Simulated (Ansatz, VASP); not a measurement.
## C: VASP beside Ansatz

File INCAR:

```
SYSTEM = C
ALGO     = Normal         ! electronic algorithm
EDIFF    = 1E-6           ! SCF threshold, eV
ENCUT    = 520            ! plane-wave cutoff, eV
GGA      = PE             ! functional
ISIF     = 2              ! what is computed and relaxed
ISMEAR   = 0              ! smearing method
LASPH    = .TRUE.         ! aspherical terms in the spheres
LCHARG   = .FALSE.        ! write CHGCAR
LREAL    = .FALSE.        ! projectors in reciprocal space
LWAVE    = .FALSE.        ! write WAVECAR
NBANDS   = 11             ! bands
NELM     = 80             ! most SCF steps
PREC     = Accurate       ! precision mode
SIGMA    = 0.05           ! smearing width, eV
```

Contents of KPOINTS:

```
k-points
0
G
  22 22 22
  0 0 0
```

The input POSCAR:

```
C
1.0
    0.0000000000      1.6849573879      1.6849573879
    1.6849573879      0.0000000000      1.6849573879
    1.6849573879      1.6849573879      0.0000000000
C
2
Direct
    0.0000000000      0.0000000000      0.0000000000
    0.2500000000      0.2500000000      0.2500000000
```

Input for Ansatz:

```yaml
crystal:
  lattice:
    - [0.0, 1.6849573879, 1.6849573879]
    - [1.6849573879, 0.0, 1.6849573879]
    - [1.6849573879, 1.6849573879, 0.0]
  atoms:
    - { symbol: C, position: [0.0, 0.0, 0.0] }
    - { symbol: C, position: [0.25, 0.25, 0.25] }
basis:
  ecutwfc: 420
  ecutrho_ratio: 4
kpoints:
  mp_grid: { grid: [22, 22, 22] }
hamiltonian:
  xc: pbe
scf:
  occupations: { method: gaussian, width: 0.05 }
output:
  forces: true
  stress: true
  eigenvalues: true
```

Alike in both runs: task single point; functional PBE; k mesh 22 × 22 × 22; occupations gaussian, width 0.05 eV; no spin polarisation.

|  | VASP | Ansatz |
| --- | --- | --- |
| version | VASP 6.6.1 | Ansatz 0.2.0 |
| potentials or method | VASP PAW PBE potentials, release 64 (C), cutoff 520 eV | scalar-relativistic, plane waves, PAW |
| valence electrons in the cell | 8 | 8 |

|  | VASP | Ansatz | Ansatz less VASP |
| --- | --- | --- | --- |
| gap on the k mesh at the Fermi level (eV) | 4.52 | 4.53 | +0.013 |
| least direct gap on the mesh (eV) | 6.06 | 6.07 | +0.012 |

With one functional, cell and mesh, what is left measures potentials, basis and numerics.
